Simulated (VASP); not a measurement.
BeS: single point with HSE06

Crystal: BeS.

```
Be S
1.0
     0.00000    2.38854    2.43431
     2.38854    0.00000    2.43431
     2.38854    2.38854    0.00000
Be S
1 1
Cartesian
  0.0000 0.0000 0.0000
  1.1943 1.1943 1.2172
```

This cell differs from its parent crystal: biaxial xy strain -1.9%.

```json
{"Program": "VASP 6.6.1", "Task": "single point", "Functional": "HSE06", "Potentials or basis": "VASP PAW PBE potentials, release 64 (Be, S)", "Cutoff": "520 eV", "k mesh": "6 × 6 × 6", "Occupations": "gaussian, width 0.01 eV", "Spin": "no spin polarisation", "Dipole correction": "no", "Grid for exact exchange (PRECFOCK)": "Normal", "Further INCAR settings": "ALGO = Normal; EDIFF = 1e-06; NBANDS = 11", "Screening parameter": "0.2079 1/Å"}
```

```json
{
  "Pressure": "2.8 GPa",
  "Band gap on the k mesh": "3.90 eV, indirect (least direct gap 6.81 eV)"
}
```

Stress tensor (GPa, compression positive):
```
3.50 0.00 0.00
0.00 3.50 0.00
0.00 0.00 1.44
```

Levels at points of the mesh, in eV from the valence-band top:
```csv
k point,band 1,band 2,band 3,band 4,band 5,band 6,band 7,band 8,band 9
"(0.00, 0.00, 0.00)",-15.32,-0.11,0.00,0.00,6.81,6.81,6.83,7.26,14.06
"(0.50, 0.00, 0.00)",-13.46,-6.58,-1.30,-1.10,6.64,7.67,7.82,12.64,16.58
"(0.50, 0.50, 0.00)",-12.89,-5.82,-2.90,-2.90,4.06,6.02,14.71,14.71,17.42
"(0.50, 0.00, 0.50)",-12.79,-5.68,-3.09,-3.05,3.90,5.84,14.63,14.74,17.66
```

Wall time 12 min on 1 thread of Intel(R) Xeon(R) Platinum 8259CL CPU @ 2.50GHz (Skylake/Cascade Lake), on a shared host, peak memory 0.26 GiB.

Caveat: the cell differs from its parent crystal (biaxial xy strain -1.9%); the PAW data sets were made with another functional, which shifts forces and pressure a little. A k mesh can miss the band edges.
